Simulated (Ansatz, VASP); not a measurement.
Two plane-wave programs on Sb

INCAR

```
  PREC = Accurate
  ENCUT = 520
  EDIFF = 1E-6
  ISMEAR = 0
  SIGMA = 0.1
  LREAL = False
  LASPH = True
  NELM = 60
  ALGO = Normal
  ISIF = 2
  LWAVE = False
  LCHARG = False
  GGA = PS
  NBANDS = 12
```

File KPOINTS:

```
Automatic mesh
0
Gamma
  15 15 8
```

Contents of POSCAR:

```
Sb
1.0
    3.4920360661      0.0000000000      0.0000000000
   -1.7460180331      3.0241919441      0.0000000000
    0.0000000000      0.0000000000      5.3647516000
Sb
2
Direct
    0.3333333333      0.6666666667      0.2500000000
    0.6666666667      0.3333333333      0.7500000000
```

Input for Ansatz:

```yaml
crystal:
  lattice:
    - [3.4920360661, 0.0, 0.0]
    - [-1.7460180331, 3.0241919441, 0.0]
    - [0.0, 0.0, 5.3647516]
  atoms:
    - { symbol: Sb, position: [0.3333333333, 0.6666666667, 0.25] }
    - { symbol: Sb, position: [0.6666666667, 0.3333333333, 0.75] }
basis:
  ecutwfc: 420
kpoints:
  mp_grid: { grid: [15, 15, 8] }
hamiltonian:
  xc: pbesol
scf:
  occupations: { method: gaussian, width: 0.1 }
output:
  forces: true
  stress: true
  eigenvalues: true
  populations: true
```

Alike in both runs: task single point; functional PBEsol; k mesh 15 × 15 × 8; occupations gaussian, width 0.1 eV; no spin polarisation.

|  | VASP | Ansatz |
| --- | --- | --- |
| version | VASP 6.6.1 | Ansatz 0.2.0 |
| potentials or method | VASP PAW PBE potentials, release 64 (Sb), cutoff 520 eV | scalar-relativistic, plane waves, PAW |
| valence electrons in the cell | 10 | 30 |

|  | VASP | Ansatz | Ansatz less VASP |
| --- | --- | --- | --- |
| gap on the k mesh at the Fermi level (eV) | none | none | - |
| pressure (GPa) | -4.5 | -4.4 | +0.04 |
| traceless stress, the component that is largest in VASP (GPa) | 0.95 | 0.96 | +0.003 |

VASP's potentials were made for PBE, not for PBEsol. A gap of «none» marks a metal or a gap that the smearing closes. The functional is the same, so the differences come from potentials, cutoffs and numerics. VASP's potentials hold 10 valence electrons a cell and Ansatz's 30, so a difference there can come from the potentials and not from the codes.

Neither program's run includes spin-orbit coupling.
